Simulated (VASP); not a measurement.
# SrO (Fm-3m) in VASP: a series of runs

Runs on SrO. Level: LDA. Tasks: electric field gradients.

Program: VASP 6.6.1. These are calculated values, not measurements. Logs are shortened: lines on timing, memory, paths and dates and some standing lists are left out, and cuts for length are marked.

## 1. The cell of the first run

Symmetry: Fm-3m, No. 225, cubic system. The conventional cell has a = 5.224 Å, b = 5.224 Å, c = 5.224 Å, α = 90.00°, β = 90.00°, γ = 90.00°. Sr (site symmetry m-3m) has 6 O at 2.61 Å within 3.4 Å. O (site symmetry m-3m) has 6 Sr at 2.61 Å within 3.4 Å.

## 2. Electric field gradients, LDA (volume scaled by 1.05)

Input file INCAR:

```
ALGO = Normal
EDIFF = 1E-8
ENCUT = 520
GGA = CA
ISIF = 2
ISMEAR = -1
LASPH = True
LCHARG = False
LEFG = True
LREAL = False
LWAVE = False
NBANDS = 15
NELM = 60
PREC = Accurate
SIGMA = 0.02
```

Input file KPOINTS:

```
k-points
0
Gamma
  8 8 8
```

Input file POSCAR:

```
SrO
1.0
    0.0000000000      2.6119353577      2.6119353577
    2.6119353577      0.0000000000      2.6119353577
    2.6119353577      2.6119353577      0.0000000000
Sr O
1 1
Direct
    0.0000000000      0.0000000000      0.0000000000
    0.5000000000      0.5000000000      0.5000000000
```

Potentials or basis: VASP PAW LDA potentials, release 64 (Sr_sv, O).

Launch:

```bash
cat potpaw_LDA.64/Sr_sv/POTCAR potpaw_LDA.64/O/POTCAR > POTCAR
mpirun -np 1 vasp_std > vasp.out
```

OUTCAR:

```text
EDIFF = 1E-8
   ENCUT = 520
   GGA = CA
   ISIF = 2
   ISMEAR = -1
   LASPH = True
   LREAL = False
   NELM = 60
   PREC = Accurate

 ion  position               nearest neighbor table
   1  0.000  0.000  0.000-   2 2.61   2 2.61   2 2.61   2 2.61   2 2.61   2 2.61
   2  0.500  0.500  0.500-   1 2.61   1 2.61   1 2.61   1 2.61   1 2.61   1 2.61

  LATTYP: Found a face centered cubic cell.
 ALAT       =     5.2238707154

  Lattice vectors:

 A1 = (   0.0000000000,   2.6119353577,   2.6119353577)
 A2 = (   2.6119353577,   0.0000000000,   2.6119353577)
 A3 = (   2.6119353577,   2.6119353577,   0.0000000000)

Analysis of symmetry for initial positions (statically):
=====================================================================
 Subroutine PRICEL returns:
 Original cell was already a primitive cell.

 Routine SETGRP: Setting up the symmetry group for a
 face centered cubic supercell.

 Subroutine GETGRP returns: Found 48 space group operations
 (whereof 48 operations were pure point group operations)
 out of a pool of 48 trial point group operations.

The static configuration has the point symmetry O_h .

Analysis of symmetry for dynamics (positions and initial velocities):
=====================================================================
 Subroutine PRICEL returns:
 Original cell was already a primitive cell.

 Routine SETGRP: Setting up the symmetry group for a
 face centered cubic supercell.

 Subroutine GETGRP returns: Found 48 space group operations
 (whereof 48 operations were pure point group operations)
 out of a pool of 48 trial point group operations.

The dynamic configuration has the point symmetry O_h .

 Subroutine INISYM returns: Found 48 space group operations
 (whereof 48 operations are pure point group operations),
 and found     1 'primitive' translations

----------------------------------------------------------------------------------------

                                     Primitive cell

  volume of cell :      35.6383

  direct lattice vectors                    reciprocal lattice vectors
     0.000000000  2.611935358  2.611935358    -0.191428934  0.191428934  0.191428934
     2.611935358  0.000000000  2.611935358     0.191428934 -0.191428934  0.191428934
     2.611935358  2.611935358  0.000000000     0.191428934  0.191428934 -0.191428934

  length of vectors
     3.693834407  3.693834407  3.693834407     0.331564639  0.331564639  0.331564639

  position of ions in fractional coordinates (direct lattice)
     0.000000000  0.000000000  0.000000000
     0.500000000  0.500000000  0.500000000

  ion indices of the primitive-cell ions
   primitive index   ion index
                 1           1
                 2           2

----------------------------------------------------------------------------------------

 KPOINTS: k-points

Automatic generation of k-mesh.
 Grid dimensions read from file:
 generate k-points for:    8    8    8

 Generating k-lattice:

  Cartesian coordinates                     Fractional coordinates (reciprocal lattice)
    -0.023928617  0.023928617  0.023928617     0.125000000  0.000000000  0.000000000
     0.023928617 -0.023928617  0.023928617     0.000000000  0.125000000  0.000000000
     0.023928617  0.023928617 -0.023928617     0.000000000  0.000000000  0.125000000

  Length of vectors
     0.041445580  0.041445580  0.041445580

  Shift w.r.t. Gamma in fractional coordinates (k-lattice)
     0.000000000  0.000000000  0.000000000

 Subroutine IBZKPT returns following result:
 ===========================================

 Found     29 irreducible k-points:

 Following reciprocal coordinates:
            Coordinates               Weight
  0.000000  0.000000  0.000000      1.000000
  0.125000  0.000000  0.000000      8.000000
  0.250000  0.000000  0.000000      8.000000
  0.375000  0.000000  0.000000      8.000000
  0.500000  0.000000  0.000000      4.000000
  0.125000  0.125000  0.000000      6.000000
[... 16 lines left out ...]
  0.500000  0.250000  0.125000     48.000000
 -0.375000  0.250000  0.125000     24.000000
 [... further k-points ...]
   k-points           NKPTS =     29   k-points in BZ     NKDIM =     29   number of bands    NBANDS=     15
   number of dos      NEDOS =    301   number of ions     NIONS =      2
   total plane-waves  NPLWV =  21952
   dimension x,y,z NGX =    28 NGY =   28 NGZ =   28
   dimension x,y,z NGXF=    56 NGYF=   56 NGZF=   56
   ions per type =               1   1
   NGX,Y,Z   is equivalent  to a cutoff of  12.60, 12.60, 12.60 a.u.
   NGXF,Y,Z  is equivalent  to a cutoff of  25.20, 25.20, 25.20 a.u.
 SYSTEM =  unknown system
   PREC   = accura    normal or accurate (medium, high low for compatibility)
   ISTART =      0    job   : 0-new  1-cont  2-samecut
   ICHARG =      2    charge: 1-file 2-atom 10-const
   ISPIN  =      1    spin polarized calculation?
   LNONCOLLINEAR =      F non collinear calculations
   LSORBIT =      F    spin-orbit coupling
   LASPH  =      T    aspherical Exc in radial PAW
   ENCUT  =  520.0 eV  38.22 Ry    6.18 a.u.   6.87  6.87  6.87*2*pi/ulx,y,z
   NELM   =     60;   NELMIN=  2; NELMDL= -5     # of ELM steps
   EDIFF  = 0.1E-07   stopping-criterion for ELM
   LREAL  =      F    real-space projection
   EDIFFG = 0.1E-06   stopping-criterion for IOM
   NSW    =      0    number of steps for IOM
   IBRION =     -1    ionic relax: 0-MD 1-quasi-New 2-CG
   NFREE  =      0    steps in history (QN), initial steepest desc. (CG)
   ISIF   =      2    stress and relaxation
   ISYM   =      2    0-nonsym 1-usesym 2-fastsym
   POTIM  = 0.5000    time-step for ionic-motion
   TEBEG  =    0.0;   TEEND  =   0.0 temperature during run
   PSTRESS=    0.0 pullay stress
   NELECT =      16.0000    total number of electrons
   NUPDOWN=      -1.0000    fix difference up-down
   EMIN   =  10.00;   EMAX   =-10.00  energy-range for DOS
   EFERMI =   0.00;   METHOD = LEGACY
   ISMEAR =    -1;   SIGMA  =   0.02  broadening in eV -4-tet -1-fermi 0-gaus
   EFERMI_NEDOS =   21; number of points for ismear=-14 and -15
   IALGO  =     38    algorithm
   IMIX   =      4    mixing-type and parameters
     AMIX     =   0.40;   BMIX     =  1.00
     AMIX_MAG =   1.60;   BMIX_MAG =  1.00
  volume/ion in A,a.u.               =      17.82       120.25
  Fermi-wavevector in a.u.,A,eV,Ry     =   1.253552  2.368870 21.380099  1.571393
  Thomas-Fermi vector in A             =   2.387399
   LORBIT       =      0    0 simple, 1 ext, 2 COOP (PROOUT), +10 PAW based schemes
   GGA     = CA    functional components
   LHFCALC =     F    Hartree Fock is set to
   AEXX    =    0.0000 exact exchange contribution
   IVDW    =     0    specifies the selected vdW correction
   LEPSILON=     F    determine dielectric tensor
   LRPA    =     F    only Hartree local field effects (RPA)
 non-spin polarized calculation
  energy-cutoff  :      520.00
  volume of cell :       35.64
 maximum number of plane-waves:       982
   NGX = 13   NGY = 13   NGZ = 13

 number of electron      16.0000002 magnetization

 Free energy of the ion-electron system (eV)
  ---------------------------------------------------
  ext. energy  EPLUGINS =         0.00000000
  ---------------------------------------------------
  free energy    TOTEN  =       -13.31774729 eV

  energy without entropy =      -13.31774729  energy(sigma->0) =      -13.31774729

 E-fermi :   1.5234     XC(G=0): -10.3066

 val. band max:        1.1194710581   @ k =   0.0000   0.0000   0.0000
 cond. band min:       4.2495408350   @ k =   0.5000   0.5000   0.0000
 fundamental gap:      3.1300697769
 Fermi energy:         1.5234354940

 k-point     1 :       0.0000    0.0000    0.0000
  band No.  band energies     occupation
      1     -31.1303      2.00000
      2     -13.5795      2.00000
      3     -12.9032      2.00000
      4     -12.9032      2.00000
      5     -12.9032      2.00000
      6       1.1195      2.00000
      7       1.1195      2.00000
      8       1.1195      2.00000
      9       4.5961      0.00000
     10       7.1210      0.00000
     11       7.1210      0.00000
     12       7.1210      0.00000
     13       9.2378      0.00000
     14       9.2378      0.00000
     15      13.3450      0.00000
[... 397 lines left out ...]
 k-point    24 :      -0.3750    0.2500    0.1250
  band No.  band energies     occupation
      1     -30.9951      2.00000
      2     -14.8378      2.00000
      3     -13.2539      2.00000
      4     -13.1070      2.00000
      5     -11.9584      2.00000
      6      -0.4482      2.00000
      7       0.2855      2.00000
      8       0.3436      2.00000
      9       7.2035      0.00000
     10       7.5399      0.00000
     11      10.0008      0.00000
     12      10.2849      0.00000
     13      12.3019      0.00000
     14      13.5046      0.00000
     15      13.6760      0.00000

 [... further k-points ...]
[... 5 lines left out ...]
  --------------------------------------------------------------------------------------
  -------------------------------------------------------------------------------------
  Total       -1.6265336     -1.6265336     -1.6265336      0.0000000     -0.0000000      0.0000000
  in kB      -73.1233961    -73.1233961    -73.1233961      0.0000000     -0.0000000      0.0000000
  external PRESSURE =     -73.1233961 kB  Pullay stress =       0.0000000 kB

 VOLUME and BASIS-vectors are now :
 -----------------------------------------------------------------------------
  energy-cutoff  :      520.00
  volume of cell :       35.64
      direct lattice vectors                 reciprocal lattice vectors
     0.000000000  2.611935358  2.611935358    -0.191428934  0.191428934  0.191428934
     2.611935358  0.000000000  2.611935358     0.191428934 -0.191428934  0.191428934
     2.611935358  2.611935358  0.000000000     0.191428934  0.191428934 -0.191428934

 POSITION                                       TOTAL-FORCE (eV/Angst)
 -----------------------------------------------------------------------------------
      0.00000      0.00000      0.00000        -0.000000     -0.000000      0.000000
      2.61194      2.61194      2.61194         0.000000      0.000000     -0.000000
 -----------------------------------------------------------------------------------
    total drift:                                0.000000      0.000000      0.000000

  FREE ENERGIE OF THE ION-ELECTRON SYSTEM (eV)
  ---------------------------------------------------
  free  energy   TOTEN  =       -13.3177472866 eV

  energy  without entropy=      -13.3177472865  energy(sigma->0) =      -13.31774729

 Electric field gradients (V/A^2)
---------------------------------------------------------------------
 ion       V_xx      V_yy      V_zz      V_xy      V_xz      V_yz
---------------------------------------------------------------------
   1      -0.000     0.000     0.000    -0.000    -0.000    -0.000
   2      -0.000    -0.000     0.000     0.001     0.001     0.001
---------------------------------------------------------------------

 Electric field gradients after diagonalization (V/A^2)
 (convention: |V_zz| > |V_xx| > |V_yy|)
----------------------------------------------------------------------
 ion       V_xx      V_yy      V_zz     asymmetry (V_yy - V_xx)/ V_zz
----------------------------------------------------------------------
   1       0.000     0.000    -0.000       0.000
   2      -0.001    -0.001     0.002       0.000
----------------------------------------------------------------------

           NMR quadrupolar parameters

 Cq : quadrupolar parameter    Cq=e*Q*V_zz/h
 eta: asymmetry parameters     (V_yy - V_xx)/ V_zz
 Q  : nuclear electric quadrupole moment in mb (millibarn)
----------------------------------------------------------------------
 ion       Cq(MHz)       eta       Q (mb)
----------------------------------------------------------------------
   1      -0.000       0.000       1.000
   2       0.000       0.000       1.000
----------------------------------------------------------------------
```

It took 16 s on 1 thread of Intel Xeon Platinum 8488C (Sapphire Rapids), shared host; peak memory 0.15 GiB.

Results:

| Property | Result |
| --- | --- |
| Free energy | -13.3177 eV |
| Pressure | -7.3 GPa |
| Band gap on the k mesh | 3.13 eV, indirect (least direct gap 3.24 eV) |

Caveat: without QUAD_EFG the Cq values of the log hold for a quadrupole moment of 1 mb, not for the nuclei.

(Continued in part 2 of 2.)
